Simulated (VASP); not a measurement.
# GaSb (Immm) in VASP: a series of runs, part 2 of 2

VASP 6.6.1.

### Step 4. Single point, PBE

Input file INCAR:

```
SYSTEM = GaSb
PREC     = Accurate       ! precision mode
ENCUT    = 520            ! plane-wave cutoff, eV
EDIFF    = 1E-6           ! SCF threshold, eV
ISMEAR   = 0              ! smearing method
SIGMA    = 0.15           ! smearing width, eV
LREAL    = .FALSE.        ! projectors in reciprocal space
LASPH    = .TRUE.         ! aspherical terms in the spheres
NELM     = 60             ! most SCF steps
ALGO     = Normal         ! electronic algorithm
ISIF     = 2              ! what is computed and relaxed
LWAVE    = .FALSE.        ! write WAVECAR
LCHARG   = .FALSE.        ! write CHGCAR
GGA      = PE             ! functional
NBANDS   = 16             ! bands
```

Input file KPOINTS:

```
regular mesh
0
G
  16 16 16
  0 0 0
```

Input file POSCAR:

```
GaSb
1.0
   -1.7289742592      2.6552267728      2.5946538071
    1.7289742592     -2.6552267728      2.5946538071
    1.7289742592      2.6552267728     -2.5946538071
Ga Sb
1 1
Direct
    0.0000000000      0.0000000000      0.0000000000
    0.5000000000      0.5000000000      0.0000000000
```

Potentials or basis: VASP PAW PBE potentials, release 64 (Ga_d, Sb).

The run is started by

```console
$ cat potpaw_PBE.64/Ga_d/POTCAR potpaw_PBE.64/Sb/POTCAR > POTCAR
$ mpirun -np 1 vasp_std > vasp.out
```

OUTCAR:

```text
SYSTEM = GaSb
   PREC = Accurate
   ENCUT = 520
   EDIFF = 1E-6
   ISMEAR = 0
   LREAL = .FALSE.
   LASPH = .TRUE.
   NELM = 60
   ISIF = 2
   GGA = PE

 ion  position               nearest neighbor table
   1  0.000  0.000  0.000-   2 2.59   2 2.59   2 3.17   2 3.17   2 3.17   2 3.17
   2  0.500  0.500  0.000-   1 2.59   1 2.59   1 3.17   1 3.17   1 3.17   1 3.17

  LATTYP: Found a body centered orthorhombic cell.
 ALAT       =     3.4579485184
 B/A-ratio  =     1.5006896680
 C/A-ratio  =     1.5357237152

  Lattice vectors:

 A1 = (   1.7289742592,  -2.6552267728,  -2.5946538071)
 A2 = (  -1.7289742592,  -2.6552267728,   2.5946538071)
 A3 = (  -1.7289742592,   2.6552267728,  -2.5946538071)

Analysis of symmetry for initial positions (statically):
=====================================================================
 Subroutine PRICEL returns:
 Original cell was already a primitive cell.

 Routine SETGRP: Setting up the symmetry group for a
 body centered orthorhombic supercell.

 Subroutine GETGRP returns: Found  8 space group operations
 (whereof  8 operations were pure point group operations)
 out of a pool of  8 trial point group operations.

The static configuration has the point symmetry D_2h.

[... 161 lines left out ...]

 val. band max:        6.7065706094   @ k =  -0.1875   0.5000   0.1250
 cond. band min:       6.7069205055   @ k =  -0.1875   0.2500   0.0625
 fundamental gap:      0.0003498961
 Fermi energy:         6.7066712670

 k-point     1 :       0.0000    0.0000    0.0000
  band No.  band energies     occupation
      1      -8.4206      2.00000
      2      -8.3318      2.00000
      3      -8.3317      2.00000
      4      -8.3163      2.00000
      5      -8.3135      2.00000
      6      -5.3436      2.00000
[... 433 lines left out ...]
      3      -8.3301      2.00000
      4      -8.3173      2.00000
      5      -8.3139      2.00000
      6      -5.2024      2.00000
[... 8 lines left out ...]
     15      15.7076      0.00000
     16      16.2556      0.00000

 [... further k-points ...]

------------------------ aborting loop because EDIFF is reached ----------------------------------------

  FORCE on cell =-STRESS in cart. coord.  units (eV):
  Direction    XX          YY          ZZ          XY          YZ          ZX
  --------------------------------------------------------------------------------------
  -------------------------------------------------------------------------------------
  Total       -1.2984204     -1.0556940      5.8969001      0.0000000      0.0000000      0.0000000
  in kB      -43.6612683    -35.4992407    198.2918168      0.0000000      0.0000000      0.0000000
  external PRESSURE =      39.7104359 kB  Pullay stress =       0.0000000 kB

 VOLUME and BASIS-vectors are now :
 -----------------------------------------------------------------------------
  energy-cutoff  :      520.00
  volume of cell :       47.65
      direct lattice vectors                 reciprocal lattice vectors
    -1.728974259  2.655226773  2.594653807     0.000000000  0.188307833  0.192703936
     1.728974259 -2.655226773  2.594653807     0.289188805  0.000000000  0.192703936
     1.728974259  2.655226773 -2.594653807     0.289188805  0.188307833  0.000000000

 POSITION                                       TOTAL-FORCE (eV/Angst)
 -----------------------------------------------------------------------------------
      0.00000      0.00000      0.00000        -0.000000     -0.000000     -0.000000
      0.00000      0.00000      2.59465         0.000000      0.000000      0.000000
 -----------------------------------------------------------------------------------
    total drift:                                0.000000      0.000000      0.000000

  FREE ENERGIE OF THE ION-ELECTRON SYSTEM (eV)
  ---------------------------------------------------
  free  energy   TOTEN  =        -6.6564037587 eV

  energy  without entropy=       -6.6472868573  energy(sigma->0) =       -6.65184531
```

It took 10 min on 1 thread of Intel Xeon 8259CL, shared host; peak memory 0.58 GiB.

What came out:

- Free energy: -6.6564 eV
- Pressure: 4.0 GPa
- Band gap on the k mesh: zero (bands 9 and 10 overlap by 5.50 eV)

Stress tensor (GPa, compression positive):
```
-4.37  0.00  0.00
 0.00 -3.55  0.00
 0.00  0.00 19.83
```

Caveat: the cell differs from its parent crystal (strain +e along x and -e along y +0.0267, strain +e along z and -e/2 along x and y -0.1000); the stress differs along the axes, from -4 to 20 GPa; spin-orbit coupling is left out, which moves the levels of the heavy elements.

### Step 5. Single point, PBE

This run uses another cell than the first one, of the same volume but with other edges.

Input file INCAR:

```
SYSTEM = GaSb
  PREC = Accurate
  ENCUT = 520
  EDIFF = 1E-7
  ISMEAR = 0
  SIGMA = 0.15
  LREAL = .FALSE.
  LASPH = .TRUE.
  NELM = 100
  ALGO = Normal
  ISIF = 2
  LWAVE = .FALSE.
  LCHARG = .FALSE.
  GGA = PE
  NBANDS = 16
```

KPOINTS is that of step 4.

Input file POSCAR:

```
GaSb
1.0
   -1.4826432000      2.5343105532      3.1712435421
    1.4826432000     -2.5343105532      3.1712435421
    1.4826432000      2.5343105532     -3.1712435421
Ga Sb
1 1
Direct
    0.0000000000      0.0000000000      0.0000000000
    0.5000000000      0.5000000000      0.0000000000
```

The run is started by

```console
$ cat potpaw_PBE.64/Ga_d/POTCAR potpaw_PBE.64/Sb/POTCAR > POTCAR
$ mpirun -np 1 vasp_std > vasp.out
```

Run time: 8.1 min. Hardware: 1 thread of Intel Xeon 8259CL, shared host; peak memory 0.58 GiB.

It converged, with:

- Free energy: -6.7456 eV
- Pressure: 3.4 GPa
- Band gap on the k mesh: zero (bands 9 and 10 overlap by 5.20 eV)

Stress tensor (GPa, compression positive):
```
 9.50  0.00  0.00
 0.00  7.15  0.00
 0.00  0.00 -6.50
```

Levels at points of the mesh, in eV from the Fermi level:
```csv
k point,band 6,band 7,band 8,band 9,band 10,band 11,band 12,band 13
"(0.00, 0.00, 0.00)",-12.20,-3.63,-3.22,-1.02,3.36,3.37,5.95,6.80
"(0.50, 0.00, 0.00)",-10.94,-8.32,-1.22,0.35,2.63,3.36,5.96,8.14
"(0.00, 0.50, 0.00)",-7.81,-6.17,-1.37,-0.10,-0.08,1.23,1.92,2.88
"(0.50, 0.50, 0.00)",-7.44,-5.28,-3.35,-3.01,-0.96,3.27,5.15,6.82
"(0.50, 0.50, 0.50)",-10.42,-5.63,-5.17,-4.90,4.48,7.45,8.22,11.43
```

Caveat: the cell differs from its parent crystal (strain +e along x and -e along y -0.0267, strain +e along z and -e/2 along x and y +0.1000); the stress differs along the axes, from -6 to 10 GPa; spin-orbit coupling is left out, which moves the levels of the heavy elements.

### Step 6. Overview

```tsv
cell	gap on the mesh (eV)	pressure (GPa)
a = 4.152 Å, angles 133.4, 95.4, 102.6°, 2 atoms	none	3.9
a = 4.123 Å, angles 131.7, 97.3, 102.0°, 2 atoms	none	3.9
a = 4.095 Å, angles 130.1, 99.2, 101.4°, 2 atoms	none	4.0
a = 4.322 Å, angles 139.9, 108.2, 85.6°, 2 atoms	none	3.4
```

Alike in all rows: task single point; level PBE; potentials or basis VASP PAW PBE potentials, release 64 (Ga_d, Sb); no spin polarisation; k mesh 16 × 16 × 16; cutoff (eV) 520; smearing gaussian 0.15 eV.

Caveats: spin-orbit coupling is left out, which moves the levels of the heavy elements; the stress differs along the axes, from -4 to 20 GPa (at least some runs); the stress differs along the axes, from -6 to 10 GPa (at least some runs).

Absolute energies hang on the potentials; compare differences alone.
